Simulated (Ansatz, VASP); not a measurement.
## WSe2 in VASP and in Ansatz

File POSCAR:

```
WSe2
1.0
    3.3147188945      0.0000000000      0.0000000000
   -1.6573594472      2.8706307690      0.0000000000
    0.0000000000      0.0000000000     24.0817853218
W Se
2 4
Direct
    0.6666666667      0.3333333333      0.1423922113
    0.3333333333      0.6666666667      0.8576077887
    0.3333333333      0.6666666667      0.2113531704
    0.6666666667      0.3333333333      0.9266195386
    0.3333333333      0.6666666667      0.0733804614
    0.6666666667      0.3333333333      0.7886468296
```

Contents of INCAR.step1:

```
PREC = Accurate ; ENCUT = 520
ISMEAR = 0 ; SIGMA = 0.05
LREAL = False ; LASPH = True
NELM = 80 ; NBANDS = 35
GGA = PE ; ALGO = Normal
EDIFF = 1E-4 ; LWAVE = True
LCHARG = False
```

INCAR.step2

```
PREC = Accurate ; ENCUT = 520
EDIFF = 1E-6 ; ISMEAR = 0
SIGMA = 0.05 ; LREAL = False
LASPH = True ; NELM = 80
ALGO = Normal ; ISIF = 2
LWAVE = False ; LCHARG = True
METAGGA = R2SCAN ; LMIXTAU = True
LELF = True ; LVHAR = True
NBANDS = 35 ; ISTART = 1
```

File KPOINTS:

```
Automatic mesh
0
Gamma
  12 12 2
```

Input for Ansatz:

```yaml
crystal:
  lattice:
    - [3.3147188945, 0.0, 0.0]
    - [-1.6573594472, 2.870630769, 0.0]
    - [0.0, 0.0, 24.0817853218]
  atoms:
    - { symbol: W, position: [0.6666666667, 0.3333333333, 0.1423922113] }
    - { symbol: W, position: [0.3333333333, 0.6666666667, 0.8576077887] }
    - { symbol: Se, position: [0.3333333333, 0.6666666667, 0.2113531704] }
    - { symbol: Se, position: [0.6666666667, 0.3333333333, 0.9266195386] }
    - { symbol: Se, position: [0.3333333333, 0.6666666667, 0.0733804614] }
    - { symbol: Se, position: [0.6666666667, 0.3333333333, 0.7886468296] }
basis:
  ecutwfc: 500
kpoints:
  mp_grid: { grid: [12, 12, 2] }
hamiltonian:
  xc: r2scan
scf:
  occupations: { method: gaussian, width: 0.05 }
output:
  forces: true
  stress: true
  eigenvalues: true
  write_density: true
  write_potential: true
  elf: true
  volumetric_format: npy
```

Alike in both runs: task single point; functional r2SCAN; k mesh 12 × 12 × 2; occupations gaussian, width 0.05 eV; no spin polarisation.

|  | VASP | Ansatz |
| --- | --- | --- |
| version | VASP 6.6.1 | Ansatz 0.2.0 |
| potentials or method | VASP PAW PBE potentials, release 64 (W_sv, Se), cutoff 520 eV | scalar-relativistic, plane waves, PAW |
| valence electrons in the cell | 52 | 92 |

|  | VASP | Ansatz | Ansatz less VASP |
| --- | --- | --- | --- |
| gap on the k mesh at the Fermi level (eV) | 1.59 | 1.60 | +0.005 |
| least direct gap on the mesh (eV) | 1.61 | 1.62 | +0.002 |
| rms of the force components (eV/Å) | 0.021 | 0.000 | -0.0207 |

VASP's potentials were made for PBE, not for r2SCAN. Atom by atom the forces differ by 0.021 eV/Å (rms over components). With one functional, cell and mesh, what is left measures potentials, basis and numerics. VASP's potentials hold 52 valence electrons a cell and Ansatz's 92, so a difference there can come from the potentials and not from the codes. Ansatz's warnings: xc potential rough in thin density.

Neither program's run includes spin-orbit coupling.
